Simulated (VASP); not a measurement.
# Rh (Fm-3m) in VASP: single point with r2SCAN

Aim: the single point of Rh with r2SCAN.

Program: VASP 6.6.1. These are calculated values, not measurements. Logs are shortened: lines on timing, memory, paths and dates and some standing lists are left out, and cuts for length are marked.

## (1) The cell of the first run

It takes space group Fm-3m (No. 225, cubic). Conventional cell: a = 3.773 Å, b = 3.773 Å, c = 3.773 Å, α = 90.00°, β = 90.00°, γ = 90.00°. Within 3.5 Å of Rh (site symmetry m-3m) lie 12 Rh at 2.67 Å.

## (2) Single point, r2SCAN (13.42 Å³/atom)

Contents of POSCAR:

```
Rh
1.0
    0.0000000000      1.8862802556      1.8862802556
    1.8862802556      0.0000000000      1.8862802556
    1.8862802556      1.8862802556      0.0000000000
Rh
1
Direct
    0.0000000000      0.0000000000      0.0000000000
```

Contents of INCAR.step1:

```
PREC = Accurate ; ENCUT = 680
ISMEAR = 0 ; SIGMA = 0.05
LREAL = F ; LASPH = T
NELM = 120 ; NBANDS = 14
GGA = PE ; ALGO = Normal
EDIFF = 1E-5 ; LWAVE = T
LCHARG = F ; GGA_COMPAT = F
```

Contents of INCAR.step2:

```
PREC = Accurate ; ENCUT = 680
EDIFF = 1E-6 ; ISMEAR = 0
SIGMA = 0.05 ; LREAL = F
LASPH = T ; NELM = 120
ALGO = Normal ; ISIF = 2
LWAVE = F ; LCHARG = F
METAGGA = R2SCAN ; LMIXTAU = T
NBANDS = 14 ; ISTART = 1
GGA_COMPAT = F
```

Contents of KPOINTS:

```
Automatic mesh
0
Gamma
  18 18 18
```

Potentials or basis: VASP PAW PBE potentials, release 64 (Rh_sv_GW).

Run with:

```bash
$ cat potpaw_PBE.64/Rh_sv_GW/POTCAR > POTCAR
$ cp INCAR.step1 INCAR
$ mpirun -np 1 vasp_std > vasp.out
$ cp INCAR.step2 INCAR
$ mpirun -np 1 vasp_std > vasp.out
```

OUTCAR:

```text
PREC = Accurate
   ENCUT = 680
   EDIFF = 1E-6
   ISMEAR = 0
   LREAL = F
   LASPH = T
   NELM = 120
   ISIF = 2
   METAGGA = R2SCAN
   ISTART = 1

 ion  position               nearest neighbor table
   1  0.000  0.000  0.000-

  LATTYP: Found a face centered cubic cell.
 ALAT       =     3.7725605112

  Lattice vectors:

 A1 = (   0.0000000000,   1.8862802556,   1.8862802556)
 A2 = (   1.8862802556,   0.0000000000,   1.8862802556)
 A3 = (   1.8862802556,   1.8862802556,   0.0000000000)

Analysis of symmetry for initial positions (statically):
=====================================================================
 Subroutine PRICEL returns:
 Original cell was already a primitive cell.

 Routine SETGRP: Setting up the symmetry group for a
 face centered cubic supercell.

 Subroutine GETGRP returns: Found 48 space group operations
 (whereof 48 operations were pure point group operations)
 out of a pool of 48 trial point group operations.

The static configuration has the point symmetry O_h .

Analysis of symmetry for dynamics (positions and initial velocities):
=====================================================================
 Subroutine PRICEL returns:
 Original cell was already a primitive cell.

 Routine SETGRP: Setting up the symmetry group for a
 face centered cubic supercell.

 Subroutine GETGRP returns: Found 48 space group operations
 (whereof 48 operations were pure point group operations)
 out of a pool of 48 trial point group operations.

The dynamic configuration has the point symmetry O_h .

 Subroutine INISYM returns: Found 48 space group operations
 (whereof 48 operations are pure point group operations),
 and found     1 'primitive' translations

----------------------------------------------------------------------------------------

                                     Primitive cell

  volume of cell :      13.4230

  direct lattice vectors                    reciprocal lattice vectors
     0.000000000  1.886280256  1.886280256    -0.265071958  0.265071958  0.265071958
     1.886280256  0.000000000  1.886280256     0.265071958 -0.265071958  0.265071958
     1.886280256  1.886280256  0.000000000     0.265071958  0.265071958 -0.265071958

  length of vectors
     2.667603120  2.667603120  2.667603120     0.459118098  0.459118098  0.459118098

  position of ions in fractional coordinates (direct lattice)
     0.000000000  0.000000000  0.000000000

  ion indices of the primitive-cell ions
   primitive index   ion index
                 1           1

----------------------------------------------------------------------------------------

 KPOINTS: Automatic mesh

Automatic generation of k-mesh.
 Grid dimensions read from file:
 generate k-points for:   18   18   18

 Generating k-lattice:

  Cartesian coordinates                     Fractional coordinates (reciprocal lattice)
    -0.014726220  0.014726220  0.014726220     0.055555556  0.000000000  0.000000000
     0.014726220 -0.014726220  0.014726220     0.000000000  0.055555556  0.000000000
     0.014726220  0.014726220 -0.014726220     0.000000000  0.000000000  0.055555556

  Length of vectors
     0.025506561  0.025506561  0.025506561

  Shift w.r.t. Gamma in fractional coordinates (k-lattice)
     0.000000000  0.000000000  0.000000000

 Subroutine IBZKPT returns following result:
 ===========================================

 Found    195 irreducible k-points:

 Following reciprocal coordinates:
            Coordinates               Weight
  0.000000  0.000000  0.000000      1.000000
  0.055556  0.000000  0.000000      8.000000
  0.111111  0.000000  0.000000      8.000000
  0.166667  0.000000  0.000000      8.000000
  0.222222  0.000000  0.000000      8.000000
  0.277778  0.000000  0.000000      8.000000
[... 16 lines left out ...]
 -0.277778  0.055556  0.000000     24.000000
 -0.222222  0.055556  0.000000     24.000000
 [... further k-points ...]
   k-points           NKPTS =    195   k-points in BZ     NKDIM =    195   number of bands    NBANDS=     14
   number of dos      NEDOS =    301   number of ions     NIONS =      1
   total plane-waves  NPLWV =  13824
   dimension x,y,z NGX =    24 NGY =   24 NGZ =   24
   dimension x,y,z NGXF=    48 NGYF=   48 NGZF=   48
   ions per type =               1
   NGX,Y,Z   is equivalent  to a cutoff of  14.96, 14.96, 14.96 a.u.
   NGXF,Y,Z  is equivalent  to a cutoff of  29.91, 29.91, 29.91 a.u.
 SYSTEM =  unknown system
   PREC   = accura    normal or accurate (medium, high low for compatibility)
   ISTART =      1    job   : 0-new  1-cont  2-samecut
   ICHARG =      0    charge: 1-file 2-atom 10-const
   ISPIN  =      1    spin polarized calculation?
   LNONCOLLINEAR =      F non collinear calculations
   LSORBIT =      F    spin-orbit coupling
   LASPH  =      T    aspherical Exc in radial PAW
   ENCUT  =  680.0 eV  49.98 Ry    7.07 a.u.   5.67  5.67  5.67*2*pi/ulx,y,z
   NELM   =    120;   NELMIN=  2; NELMDL=  0     # of ELM steps
   EDIFF  = 0.1E-05   stopping-criterion for ELM
   LREAL  =      F    real-space projection
   EDIFFG = 0.1E-04   stopping-criterion for IOM
   NSW    =      0    number of steps for IOM
   IBRION =     -1    ionic relax: 0-MD 1-quasi-New 2-CG
   NFREE  =      0    steps in history (QN), initial steepest desc. (CG)
   ISIF   =      2    stress and relaxation
   ISYM   =      2    0-nonsym 1-usesym 2-fastsym
   POTIM  = 0.5000    time-step for ionic-motion
   TEBEG  =    0.0;   TEEND  =   0.0 temperature during run
   PSTRESS=    0.0 pullay stress
   NELECT =      17.0000    total number of electrons
   NUPDOWN=      -1.0000    fix difference up-down
   EMIN   =  10.00;   EMAX   =-10.00  energy-range for DOS
   EFERMI =   0.00;   METHOD = LEGACY
   ISMEAR =     0;   SIGMA  =   0.05  broadening in eV -4-tet -1-fermi 0-gaus
   EFERMI_NEDOS =   21; number of points for ismear=-14 and -15
   IALGO  =     38    algorithm
   IMIX   =      4    mixing-type and parameters
     AMIX     =   0.40;   BMIX     =  1.00
     AMIX_MAG =   1.60;   BMIX_MAG =  1.00
  volume/ion in A,a.u.               =      13.42        90.58
  Fermi-wavevector in a.u.,A,eV,Ry     =   1.771230  3.347139 42.684948  3.137255
  Thomas-Fermi vector in A             =   2.837863
   LORBIT       =      0    0 simple, 1 ext, 2 COOP (PROOUT), +10 PAW based schemes
   METAGGA = R2SCAN    functional components
   LHFCALC =     F    Hartree Fock is set to
   AEXX    =    0.0000 exact exchange contribution
   IVDW    =     0    specifies the selected vdW correction
   LEPSILON=     F    determine dielectric tensor
   LRPA    =     F    only Hartree local field effects (RPA)
 non-spin polarized calculation
 Gauss-broadening in eV      SIGMA  =   0.05
  energy-cutoff  :      680.00
  volume of cell :       13.42
 maximum number of plane-waves:       556
   NGX = 11   NGY = 11   NGZ = 11

 number of electron      17.0000003 magnetization

 Free energy of the ion-electron system (eV)
  ---------------------------------------------------
  ext. energy  EPLUGINS =         0.00000000
  ---------------------------------------------------
  free energy    TOTEN  =       -23.28040385 eV

  energy without entropy =      -23.27887192  energy(sigma->0) =      -23.27963788

 E-fermi :  11.1129     XC(G=0): -15.4565

 val. band max:       11.1058746835   @ k =   0.5000   0.2222   0.1111
 cond. band min:      11.1220108247   @ k =   0.5000   0.3889   0.0000
 fundamental gap:      0.0161361412
 Fermi energy:        11.1128596652

 k-point     1 :       0.0000    0.0000    0.0000
  band No.  band energies     occupation
      1     -70.1545      2.00000
      2     -36.7473      2.00000
      3     -36.7473      2.00000
      4     -36.7473      2.00000
      5       2.7699      2.00000
      6       7.8135      2.00000
      7       7.8135      2.00000
      8       7.8135      2.00000
      9       9.9906      2.00000
     10       9.9906      2.00000
     11      27.5407      0.00000
     12      33.3207      0.00000
     13      33.3207      0.00000
     14      33.3207      0.00000

 k-point     2 :       0.0556    0.0000    0.0000
  band No.  band energies     occupation
      1     -70.1505      2.00000
      2     -36.7737      2.00000
      3     -36.7508      2.00000
      4     -36.7508      2.00000
      5       2.9026      2.00000
      6       7.7530      2.00000
      7       7.8661      2.00000
      8       7.8661      2.00000
      9       9.9608      2.00000
     10       9.9608      2.00000
     11      27.7360      0.00000
     12      32.6587      0.00000
     13      33.5160      0.00000
     14      33.5160      0.00000

 k-point     3 :       0.1111    0.0000    0.0000
  band No.  band energies     occupation
      1     -70.1387      2.00000
      2     -36.8494      2.00000
      3     -36.7610      2.00000
      4     -36.7610      2.00000
      5       3.2822      2.00000
      6       7.6026      2.00000
      7       8.0027      2.00000
      8       8.0027      2.00000
      9       9.8974      2.00000
     10       9.8974      2.00000
     11      28.2613      0.00000
     12      31.2315      0.00000
     13      34.0848      0.00000
     14      34.0848      0.00000

 k-point     4 :       0.1667    0.0000    0.0000
  band No.  band energies     occupation
      1     -70.1207      2.00000
      2     -36.9645      2.00000
      3     -36.7765      2.00000
      4     -36.7765      2.00000
      5       3.8399      2.00000
      6       7.4614      2.00000
      7       8.1527      2.00000
      8       8.1527      2.00000
      9       9.8823      2.00000
     10       9.8823      2.00000
     11      28.9020      0.00000
     12      29.6220      0.00000
     13      34.9754      0.00000
     14      34.9754      0.00000

 k-point     5 :       0.2222    0.0000    0.0000
  band No.  band energies     occupation
      1     -70.0986      2.00000
      2     -37.1043      2.00000
      3     -36.7955      2.00000
      4     -36.7955      2.00000
      5       4.4105      2.00000
      6       7.5245      2.00000
      7       8.2077      2.00000
      8       8.2077      2.00000
      9      10.0318      2.00000
     10      10.0318      2.00000
     11      27.9155      0.00000
[... 276 lines left out ...]
 k-point    22 :      -0.3333    0.0556    0.0000
  band No.  band energies     occupation
      1     -70.0438      2.00000
      2     -37.4238      2.00000
      3     -36.8680      2.00000
      4     -36.8341      2.00000
      5       4.8639      2.00000
      6       7.8769      2.00000
      7       7.9875      2.00000
      8       9.1346      2.00000
      9      10.7235      2.00000
     10      11.6370      0.00000
     11      23.8035      0.00000
     12      28.3206      0.00000
     13      33.9798      0.00000
     14      35.9172      0.00000

 k-point    23 :      -0.2778    0.0556    0.0000
  band No.  band energies     occupation
      1     -70.0647      2.00000
      2     -37.2976      2.00000
      3     -36.8511      2.00000
      4     -36.8140      2.00000
      5       4.8936      2.00000
      6       7.9711      2.00000
      7       8.1485      2.00000
      8       8.2181      2.00000
      9      10.2139      2.00000
     10      11.0396      1.96183
     11      25.6682      0.00000
     12      29.0216      0.00000
     13      34.9302      0.00000
     14      37.2061      0.00000

 k-point    24 :      -0.2222    0.0556    0.0000
  band No.  band energies     occupation
      1     -70.0880      2.00000
      2     -37.1561      2.00000
      3     -36.8303      2.00000
      4     -36.7934      2.00000
      5       4.6714      2.00000
      6       7.4718      2.00000
      7       8.2182      2.00000
      8       8.2716      2.00000
      9       9.8020      2.00000
     10      10.5406      2.00000
     11      27.4323      0.00000
     12      29.4528      0.00000
     13      35.1287      0.00000
     14      36.9741      0.00000

 [... further k-points ...]

------------------------ aborting loop because EDIFF is reached ----------------------------------------

  FORCE on cell =-STRESS in cart. coord.  units (eV):
  Direction    XX          YY          ZZ          XY          YZ          ZX
  --------------------------------------------------------------------------------------
  -------------------------------------------------------------------------------------
  Total        0.5416233      0.5416233      0.5416233      0.0000000     -0.0000000      0.0000000
  in kB       64.6486231     64.6486231     64.6486231      0.0000000     -0.0000000      0.0000000
  external PRESSURE =      64.6486231 kB  Pullay stress =       0.0000000 kB

 VOLUME and BASIS-vectors are now :
 -----------------------------------------------------------------------------
  energy-cutoff  :      680.00
  volume of cell :       13.42
      direct lattice vectors                 reciprocal lattice vectors
     0.000000000  1.886280256  1.886280256    -0.265071958  0.265071958  0.265071958
     1.886280256  0.000000000  1.886280256     0.265071958 -0.265071958  0.265071958
     1.886280256  1.886280256  0.000000000     0.265071958  0.265071958 -0.265071958

 POSITION                                       TOTAL-FORCE (eV/Angst)
 -----------------------------------------------------------------------------------
      0.00000      0.00000      0.00000         0.000000      0.000000     -0.000000
 -----------------------------------------------------------------------------------
    total drift:                               -0.000000      0.000000      0.000000

  FREE ENERGIE OF THE ION-ELECTRON SYSTEM (eV)
  ---------------------------------------------------
  free  energy   TOTEN  =       -23.2804038470 eV

  energy  without entropy=      -23.2788719216  energy(sigma->0) =      -23.27963788
```

It took 3.1 min on 1 thread of AMD EPYC 7R13 (Zen 3), shared host; peak memory 0.18 GiB.

Results:

```yaml
Free_energy: -23.2804 eV
Pressure: 6.5 GPa
Band_gap_on_the_k_mesh: zero (an odd number of electrons rules out a gap without spin polarisation)
```

Caveat: the cell stands under pressure; the PAW data sets were made with another functional, which shifts forces and pressure a little.
